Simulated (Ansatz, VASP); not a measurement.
**Li2Pt: VASP beside Ansatz**

INCAR

```
PREC     = Accurate       # precision mode
ENCUT    = 520            # plane-wave cutoff, eV
EDIFF    = 1E-8           # SCF threshold, eV
ISMEAR   = -1             # smearing method
SIGMA    = 0.03           # smearing width, eV
LREAL    = F              # projectors in reciprocal space
LASPH    = T              # aspherical terms in the spheres
NELM     = 80             # most SCF steps
ALGO     = Normal         # electronic algorithm
ISIF     = 2              # what is computed and relaxed
LWAVE    = F              # write WAVECAR
LCHARG   = F              # write CHGCAR
LEFG     = T            
NBANDS   = 15             # bands
```

Contents of KPOINTS:

```
Automatic mesh
0
Gamma
  9 9 12
```

File POSCAR:

```
Li2Pt
1.0
    4.1859989866      0.0418599899      0.0418599899
   -2.0567476787      3.6042514678      0.0153218197
    0.0266100000      0.0266100000      2.6610000000
Li Pt
2 1
Direct
    0.3333333333      0.6666666667      0.5000000000
    0.6666666667      0.3333333333      0.5000000000
    0.0000000000      0.0000000000      0.0000000000
```

Input for Ansatz:

```yaml
crystal:
  lattice:
    - [4.1859989866, 0.0418599899, 0.0418599899]
    - [-2.0567476787, 3.6042514678, 0.0153218197]
    - [0.02661, 0.02661, 2.661]
  atoms:
    - { symbol: Li, position: [0.3333333333, 0.6666666667, 0.5] }
    - { symbol: Li, position: [0.6666666667, 0.3333333333, 0.5] }
    - { symbol: Pt, position: [0.0, 0.0, 0.0] }
kpoints:
  mp_grid: { grid: [9, 9, 12] }
scf:
  occupations: { method: fermi_dirac, width: 0.03 }
hamiltonian:
  xc: lda
  pseudopotentials: { kind: all_electron, datasets: crystal }
output:
  forces: true
  stress: true
  eigenvalues: true
  efg: { contact_densities: true }
```

Change from the starting cell: equal xy, yz and zx shear strains of +2 %, crystal datasets.

Alike in both runs: task electric field gradients; functional LDA; k mesh 9 × 9 × 12; occupations fermi-dirac, width 0.03 eV; no spin polarisation.

|  | VASP | Ansatz |
| --- | --- | --- |
| version | VASP 6.6.1 | Ansatz 0.2.0 |
| potentials or method | VASP PAW LDA potentials, release 64 (Li_sv, Pt), cutoff 520 eV | all-electron PAW with datasets made for the crystal, scalar-relativistic |

Ansatz gave:

```
rms of the force components (eV/Å)                   : 0.021
size of Vzz on the site where it differs most (V/Å²) : 238.3
```

**Question.** Which values does VASP return?

**Answer.** rms of the force components (eV/Å): 0.021; size of Vzz on the site where it differs most (V/Å²): 308.5.

LDA's correlation is that of Perdew and Zunger in VASP and of Perdew and Wang (1992) in Ansatz. Atom by atom the forces differ by 0.000 eV/Å (rms over components). Ansatz ran all-electron here, and VASP with PAW potentials.

Neither program's run includes spin-orbit coupling. Noted on VASP's run: the cutoff is under 1.25 times that of the potentials, so the pressure is a little rough.
